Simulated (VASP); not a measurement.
# Ta (Im-3m) in VASP: notebook, part 2 of 2

VASP 6.6.1. The steps go on from the part before.

### 5 Relaxation of cell and atoms, BLYP

This run uses another cell than the first one, of 18.01 Å³/atom, 0.980 times its volume.

The input, INCAR:

```
PREC = Accurate ; ENCUT = 600
EDIFF = 1E-6 ; ISMEAR = -1
SIGMA = 0.05 ; LREAL = False
LASPH = True ; NELM = 60
ALGO = Normal ; ISIF = 3
LWAVE = False ; LCHARG = False
GGA = B5 ; ALDAX = 1.0
AGGAX = 1.0 ; AGGAC = 1.0
ALDAC = 0.0 ; IBRION = 2
NSW = 80 ; EDIFFG = -0.02
```

The input, KPOINTS:

```
regular mesh
0
Gamma
  11 11 11
```

The input, POSCAR:

```
Ta
1.0
   -1.6512800000      1.6512800000      1.6512800000
    1.6512800000     -1.6512800000      1.6512800000
    1.6512800000      1.6512800000     -1.6512800000
Ta
1
Direct
    0.0000000000      0.0000000000      0.0000000000
```

Potentials or basis: VASP PAW PBE potentials, release 64 (Ta_pv).

Started as:

```console
cat potpaw_PBE.64/Ta_pv/POTCAR > POTCAR
mpirun -np 1 vasp_std > vasp.out
```

OUTCAR:

```text
PREC = Accurate
   ENCUT = 600
   EDIFF = 1E-6
   ISMEAR = -1
   LREAL = False
   LASPH = True
   NELM = 60
   ISIF = 3
   GGA = B5
   IBRION = 2
   NSW = 80
   EDIFFG = -0.02

 ion  position               nearest neighbor table
   1  0.000  0.000  0.000-

  LATTYP: Found a body centered cubic cell.
 ALAT       =     3.3025600000

  Lattice vectors:

 A1 = (  -1.6512800000,   1.6512800000,   1.6512800000)
 A2 = (   1.6512800000,  -1.6512800000,   1.6512800000)
 A3 = (   1.6512800000,   1.6512800000,  -1.6512800000)

Analysis of symmetry for initial positions (statically):
=====================================================================
 Subroutine PRICEL returns:
 Original cell was already a primitive cell.

 Routine SETGRP: Setting up the symmetry group for a
 body centered cubic supercell.

 Subroutine GETGRP returns: Found 48 space group operations
 (whereof 48 operations were pure point group operations)
 out of a pool of 48 trial point group operations.

The static configuration has the point symmetry O_h .

Analysis of symmetry for dynamics (positions and initial velocities):
=====================================================================
 Subroutine PRICEL returns:
 Original cell was already a primitive cell.

 Routine SETGRP: Setting up the symmetry group for a
 body centered cubic supercell.

 Subroutine GETGRP returns: Found 48 space group operations
 (whereof 48 operations were pure point group operations)
 out of a pool of 48 trial point group operations.

The dynamic configuration has the point symmetry O_h .

 Subroutine INISYM returns: Found 48 space group operations
 (whereof 48 operations are pure point group operations),
 and found     1 'primitive' translations

----------------------------------------------------------------------------------------

                                     Primitive cell

  volume of cell :      18.0104

  direct lattice vectors                    reciprocal lattice vectors
    -1.651280000  1.651280000  1.651280000     0.000000000  0.302795407  0.302795407
     1.651280000 -1.651280000  1.651280000     0.302795407  0.000000000  0.302795407
     1.651280000  1.651280000 -1.651280000     0.302795407  0.302795407  0.000000000

  length of vectors
     2.860100858  2.860100858  2.860100858     0.428217371  0.428217371  0.428217371

  position of ions in fractional coordinates (direct lattice)
     0.000000000  0.000000000  0.000000000

  ion indices of the primitive-cell ions
   primitive index   ion index
                 1           1

----------------------------------------------------------------------------------------

 KPOINTS: regular mesh

Automatic generation of k-mesh.
 Grid dimensions read from file:
 generate k-points for:   11   11   11

 Generating k-lattice:

  Cartesian coordinates                     Fractional coordinates (reciprocal lattice)
     0.000000000  0.027526855  0.027526855     0.090909091  0.000000000  0.000000000
     0.027526855  0.000000000  0.027526855     0.000000000  0.090909091  0.000000000
     0.027526855  0.027526855  0.000000000     0.000000000  0.000000000  0.090909091

  Length of vectors
     0.038928852  0.038928852  0.038928852

  Shift w.r.t. Gamma in fractional coordinates (k-lattice)
     0.000000000  0.000000000  0.000000000

 Subroutine IBZKPT returns following result:
 ===========================================

 Found     56 irreducible k-points:

 Following reciprocal coordinates:
            Coordinates               Weight
  0.000000  0.000000  0.000000      1.000000
  0.090909  0.000000  0.000000     12.000000
  0.181818  0.000000  0.000000     12.000000
  0.272727  0.000000  0.000000     12.000000
  0.363636  0.000000  0.000000     12.000000
  0.454545  0.000000  0.000000     12.000000
[... 16 lines left out ...]
  0.272727  0.181818  0.090909     48.000000
  0.363636  0.181818  0.090909     24.000000
 [... further k-points ...]
   k-points           NKPTS =     56   k-points in BZ     NKDIM =     56   number of bands    NBANDS=      9
   number of dos      NEDOS =    301   number of ions     NIONS =      1
   total plane-waves  NPLWV =  13824
   dimension x,y,z NGX =    24 NGY =   24 NGZ =   24
   dimension x,y,z NGXF=    48 NGYF=   48 NGZF=   48
   ions per type =               1
   NGX,Y,Z   is equivalent  to a cutoff of  13.95, 13.95, 13.95 a.u.
   NGXF,Y,Z  is equivalent  to a cutoff of  27.90, 27.90, 27.90 a.u.
 SYSTEM =  unknown system
   PREC   = accura    normal or accurate (medium, high low for compatibility)
   ISTART =      0    job   : 0-new  1-cont  2-samecut
   ICHARG =      2    charge: 1-file 2-atom 10-const
   ISPIN  =      1    spin polarized calculation?
   LNONCOLLINEAR =      F non collinear calculations
   LSORBIT =      F    spin-orbit coupling
   LASPH  =      T    aspherical Exc in radial PAW
   ENCUT  =  600.0 eV  44.10 Ry    6.64 a.u.   5.71  5.71  5.71*2*pi/ulx,y,z
   NELM   =     60;   NELMIN=  2; NELMDL= -5     # of ELM steps
   EDIFF  = 0.1E-05   stopping-criterion for ELM
   LREAL  =      F    real-space projection
   EDIFFG = -.2E-01   stopping-criterion for IOM
   NSW    =     80    number of steps for IOM
   IBRION =      2    ionic relax: 0-MD 1-quasi-New 2-CG
   NFREE  =      1    steps in history (QN), initial steepest desc. (CG)
   ISIF   =      3    stress and relaxation
   ISYM   =      2    0-nonsym 1-usesym 2-fastsym
   POTIM  = 0.5000    time-step for ionic-motion
   TEBEG  =    0.0;   TEEND  =   0.0 temperature during run
   PSTRESS=    0.0 pullay stress
   NELECT =      11.0000    total number of electrons
   NUPDOWN=      -1.0000    fix difference up-down
   EMIN   =  10.00;   EMAX   =-10.00  energy-range for DOS
   EFERMI =   0.00;   METHOD = LEGACY
   ISMEAR =    -1;   SIGMA  =   0.05  broadening in eV -4-tet -1-fermi 0-gaus
   EFERMI_NEDOS =   21; number of points for ismear=-14 and -15
   IALGO  =     38    algorithm
   IMIX   =      4    mixing-type and parameters
     AMIX     =   0.40;   BMIX     =  1.00
     AMIX_MAG =   1.60;   BMIX_MAG =  1.00
  volume/ion in A,a.u.               =      18.01       121.54
  Fermi-wavevector in a.u.,A,eV,Ry     =   1.388988  2.624806 26.249534  1.929286
  Thomas-Fermi vector in A             =   2.513061
   LORBIT       =      0    0 simple, 1 ext, 2 COOP (PROOUT), +10 PAW based schemes
   GGA     = B5    functional components
   LHFCALC =     F    Hartree Fock is set to
   AEXX    =    0.0000 exact exchange contribution
   IVDW    =     0    specifies the selected vdW correction
   LEPSILON=     F    determine dielectric tensor
   LRPA    =     F    only Hartree local field effects (RPA)
 conjugate gradient relaxation of ions
 non-spin polarized calculation
  energy-cutoff  :      600.00
  volume of cell :       18.01
 maximum number of plane-waves:       615
   NGX = 11   NGY = 11   NGZ = 11

--------------------------------------- Ionic step        1  -------------------------------------------

 number of electron      11.0000002 magnetization

 Free energy of the ion-electron system (eV)
  ---------------------------------------------------
  ext. energy  EPLUGINS =         0.00000000
  ---------------------------------------------------
  free energy    TOTEN  =       -10.27772143 eV

  energy without entropy =      -10.26961966  energy(sigma->0) =      -10.27367054

------------------------ aborting loop because EDIFF is reached ----------------------------------------

  FORCE on cell =-STRESS in cart. coord.  units (eV):
  Direction    XX          YY          ZZ          XY          YZ          ZX
  --------------------------------------------------------------------------------------
  -------------------------------------------------------------------------------------
  Total        1.1204206      1.1204206      1.1204206      0.0000000     -0.0000000     -0.0000000
  in kB       99.6711574     99.6711574     99.6711574      0.0000000     -0.0000000     -0.0000000
  external PRESSURE =      99.6711574 kB  Pullay stress =       0.0000000 kB
[... 92 lines left out ...]
--------------------------------------- Ionic step        4  -------------------------------------------

 number of electron      10.9999998 magnetization

 Free energy of the ion-electron system (eV)
  ---------------------------------------------------
  ext. energy  EPLUGINS =         0.00000000
  ---------------------------------------------------
  free energy    TOTEN  =       -10.30452785 eV

  energy without entropy =      -10.29542895  energy(sigma->0) =      -10.29997840

 E-fermi :   5.6649     XC(G=0): -11.7541

 val. band max:        5.6000946504   @ k =  -0.4545  -0.4545   0.0909
 cond. band min:       5.7274406934   @ k =   0.3636   0.1818   0.0909
 fundamental gap:      0.1273460430
 Fermi energy:         5.6648613284

 k-point     1 :       0.0000    0.0000    0.0000
  band No.  band energies     occupation
      1     -27.4720      2.00000
      2     -27.4720      2.00000
      3     -27.4720      2.00000
      4      -1.9121      2.00000
      5       6.2794      0.00001
      6       6.2794      0.00001
      7       6.2794      0.00001
      8       9.3938      0.00000
      9       9.3938      0.00000
[... 265 lines left out ...]
 k-point    24 :       0.3636    0.1818    0.0909
  band No.  band energies     occupation
      1     -28.3117      2.00000
      2     -27.9359      2.00000
      3     -27.6374      2.00000
      4       2.9872      2.00000
      5       4.1609      2.00000
      6       5.7274      0.44485
      7       9.7369      0.00000
      8      10.2573      0.00000
      9      14.1601      0.00000

 [... further k-points ...]
[... 5 lines left out ...]
  --------------------------------------------------------------------------------------
  -------------------------------------------------------------------------------------
  Total       -0.0028666     -0.0028666     -0.0028666     -0.0000000     -0.0000000      0.0000000
  in kB       -0.2428258     -0.2428258     -0.2428258     -0.0000000     -0.0000000      0.0000000
  external PRESSURE =      -0.2428258 kB  Pullay stress =       0.0000000 kB
[... 16 lines left out ...]
  FREE ENERGIE OF THE ION-ELECTRON SYSTEM (eV)
  ---------------------------------------------------
  free  energy   TOTEN  =       -10.3045278454 eV

  energy  without entropy=      -10.2954289498  energy(sigma->0) =      -10.29997840

 reached required accuracy - stopping structural energy minimisation
```

OSZICAR:

```text
N       E                     dE             d eps       ncg     rms          rms(c)
DAV:   1     0.516570857405E+02    0.51657E+02   -0.71198E+03  1008   0.130E+03
DAV:   2    -0.997293551326E+01   -0.61630E+02   -0.60902E+02  1316   0.259E+02
[... 27 lines left out ...]
   3 F= -.10304485E+02 E0= -.10299903E+02  d E =-.267634E-01
       N       E                     dE             d eps       ncg     rms          rms(c)
DAV:   1    -0.103047592739E+02   -0.27459E-03   -0.74730E-03  1021   0.124E+00    0.127E-01
DAV:   2    -0.103045671447E+02    0.19213E-03   -0.27641E-04  1029   0.209E-01    0.417E-02
DAV:   3    -0.103045264763E+02    0.40668E-04   -0.13870E-04  1050   0.142E-01    0.180E-02
DAV:   4    -0.103045278729E+02   -0.13966E-05   -0.15861E-06  1001   0.134E-02    0.183E-03
DAV:   5    -0.103045278454E+02    0.27439E-07   -0.18010E-07   512   0.513E-03
   4 F= -.10304528E+02 E0= -.10299978E+02  d E =-.268064E-01
```

CONTCAR:

```text
Ta
   1.00000000000000
    -1.6784482035583468    1.6784482035583468    1.6784482035583468
     1.6784482035583468   -1.6784482035583468    1.6784482035583468
     1.6784482035583468    1.6784482035583468   -1.6784482035583468
  Ta
     1
Direct
     0.0000000000000000    0.0000000000000000    0.0000000000000000

  0.00000000E+00  0.00000000E+00  0.00000000E+00
```

It took 39 s on 1 thread of Intel Xeon Platinum 8488C (Sapphire Rapids), shared host; peak memory 0.16 GiB.

What came out:

* Free energy: -10.3045 eV
* Relaxed volume: 18.91 Å³/atom
* Relaxed cell: a = 2.907 Å, b = 2.907 Å, c = 2.907 Å, α = 109.47°, β = 109.47°, γ = 109.47°
* Space group after relaxing (to 0.05 Å): Im-3m (No. 229)
* Energy gained by relaxing: 26.8 meV/atom
* Ionic steps: 4
* Pressure after relaxing: 0.0 GPa

Step by step:
| step | energy change (eV) | largest force (eV/Å) | pressure (GPa) | volume (Å³) |
| --- | --- | --- | --- | --- |
| 1 | 0.0000 | 0.0000 | 9.97 | 18.01 |
| 2 | 0.0918 | 0.0000 | -15.88 | 21.09 |
| 3 | -0.0268 | 0.0000 | -0.36 | 18.95 |
| 4 | -0.0268 | 0.0000 | -0.02 | 18.91 |

Final structure:
```yaml
crystal:
  lattice:
    - [-1.67845, 1.67845, 1.67845]
    - [1.67845, -1.67845, 1.67845]
    - [1.67845, 1.67845, -1.67845]
  atoms:
    - { symbol: Ta, position: [0.00000, 0.00000, 0.00000] }
```

Levels at points of the mesh, in eV from the Fermi level:
```tsv
k point	band 3	band 4	band 5	band 6	band 7	band 8
(0.00, 0.00, 0.00)	-33.14	-7.58	0.61	0.61	0.61	3.73
```

Caveat: the PAW data sets were made with another functional, which shifts forces and pressure a little; spin-orbit coupling is left out, which moves the levels of the heavy elements.

### 6 The runs side by side

```tsv
task	level	cell	cutoff (eV)	gap on the mesh (eV)	pressure (GPa)
single point	r2SCAN	a = 2.879 Å, angles 109.5°, 1 atom	520	none	-3.2
single point	r2SCAN	a = 2.916 Å, angles 109.5°, 1 atom	520	none	-10.0
relaxation of cell and atoms	PBE+D4	relaxed from a = 2.860 Å, angles 109.5°, 1 atom	600	none	-0.1
relaxation of cell and atoms	BLYP	relaxed from a = 2.860 Å, angles 109.5°, 1 atom	600	none	0.0
```

Alike in all rows: potentials or basis VASP PAW PBE potentials, release 64 (Ta_pv); no spin polarisation; k mesh 11 × 11 × 11; smearing fermi-dirac 0.05 eV.

Caveats: spin-orbit coupling is left out, which moves the levels of the heavy elements; the PAW data sets were made with another functional, which shifts forces and pressure a little (some runs); the relaxation stopped at its first step, so nothing moved (some runs); pairwise dispersion overbinds metals, which lowers pressure and volume (some runs).

Total energies depend on the potentials used, so only differences within one code and one set of settings carry meaning.
